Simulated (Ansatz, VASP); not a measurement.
LuH2 in VASP and in Ansatz

Contents of INCAR:

```
SYSTEM = LuH2
PREC = Accurate
ENCUT = 520
EDIFF = 1E-8
ISMEAR = -1
SIGMA = 0.02
LREAL = .FALSE.
LASPH = .TRUE.
NELM = 80
ALGO = Normal
ISIF = 2
LWAVE = .FALSE.
LCHARG = .FALSE.
GGA = CA
LEFG = .TRUE.
NBANDS = 20
```

The input KPOINTS:

```
Automatic mesh
0
G
  8 8 8
  0 0 0
```

File POSCAR:

```
LuH2
1.0
    0.0000000000      2.4913350000      2.5165000000
    2.4913350000      0.0000000000      2.5165000000
    2.4913350000      2.4913350000      0.0000000000
Lu H
1 2
Direct
    0.0000000000      0.0000000000      0.0000000000
    0.2500000000      0.2500000000      0.2500000000
    0.7500000000      0.7500000000      0.7500000000
```

Input for Ansatz:

```yaml
crystal:
  lattice:
    - [0.0, 2.491335, 2.5165]
    - [2.491335, 0.0, 2.5165]
    - [2.491335, 2.491335, 0.0]
  atoms:
    - { symbol: Lu, position: [0.0, 0.0, 0.0] }
    - { symbol: H, position: [0.25, 0.25, 0.25] }
    - { symbol: H, position: [0.75, 0.75, 0.75] }
kpoints:
  mp_grid: { grid: [8, 8, 8] }
scf:
  occupations: { method: fermi_dirac, width: 0.02 }
hamiltonian:
  xc: lda
  pseudopotentials: { kind: paw }
output:
  forces: true
  stress: true
  eigenvalues: true
  efg: { contact_densities: true }
```

Change from the starting cell: equal xx and yy strain of -1 %, PAW files.

Alike in both runs: task electric field gradients; functional LDA; k mesh 8 × 8 × 8; occupations fermi-dirac, width 0.02 eV; no spin polarisation.

|  | VASP | Ansatz |
| --- | --- | --- |
| version | VASP 6.6.1 | Ansatz 0.2.0 |
| potentials or method | VASP PAW PBE potentials, release 64 (Lu, H) | PAW with Ansatz's default frozen-core files, scalar-relativistic |
| plane-wave cutoff (eV) | 520 | 420 |
| valence electrons in the cell | 27 | 27 |

|  | VASP | Ansatz | Ansatz less VASP |
| --- | --- | --- | --- |
| pressure (GPa) | -4.5 | -5.1 | -0.56 |
| traceless stress, the component that is largest in VASP (GPa) | 0.16 | 0.17 | +0.005 |
| size of Vzz on the site where it differs most (V/Å²) | 1.8 | 2.8 | +0.94 |

VASP's potentials were made for PBE, not for LDA. LDA's correlation is that of Perdew and Zunger in VASP and of Perdew and Wang (1992) in Ansatz.

Spin-orbit coupling is off throughout.
